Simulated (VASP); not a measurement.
A run of VASP 6.6.1 is set up as follows.

File INCAR:

```
PREC = Accurate
ENCUT = 520
EDIFF = 1E-6
ISMEAR = -1
SIGMA = 0.03
LREAL = F
LASPH = T
NELM = 60
ALGO = Normal
ISIF = 2
LWAVE = F
LCHARG = F
GGA = CA
NBANDS = 17
```

KPOINTS

```
regular mesh
0
Gamma
  13 13 13
```

Contents of POSCAR:

```
ZrOs
1.0
    3.1977400000      0.0000000000      0.0000000000
    0.0000000000      3.1977400000      0.0000000000
    0.0000000000      0.0000000000      3.2630000000
Zr Os
1 1
Direct
    0.5000000000      0.5000000000      0.5000000000
    0.0000000000      0.0000000000      0.0000000000
```

Potentials or basis: VASP PAW LDA potentials, release 64 (Zr_sv, Os).

Run with:

```console
$ cat potpaw_LDA.64/Zr_sv/POTCAR potpaw_LDA.64/Os/POTCAR > POTCAR
$ mpirun -np 1 vasp_std > vasp.out
```

Q: Estimate the pressure.

A: 2.0 GPa.

Q: What does it give for the band gap on the k mesh?

A: Zero (band 10 reaches 10.75 eV, above the bottom of band 11 at 9.44 eV).

Stress tensor (GPa, compression positive):
```
 3.26  0.00  0.00
 0.00  3.26  0.00
 0.00  0.00 -0.66
```

Caveat: the cell differs from its parent crystal (equal xx and yy strain of -2 %); spin-orbit coupling is left out, which moves the levels of the heavy elements.
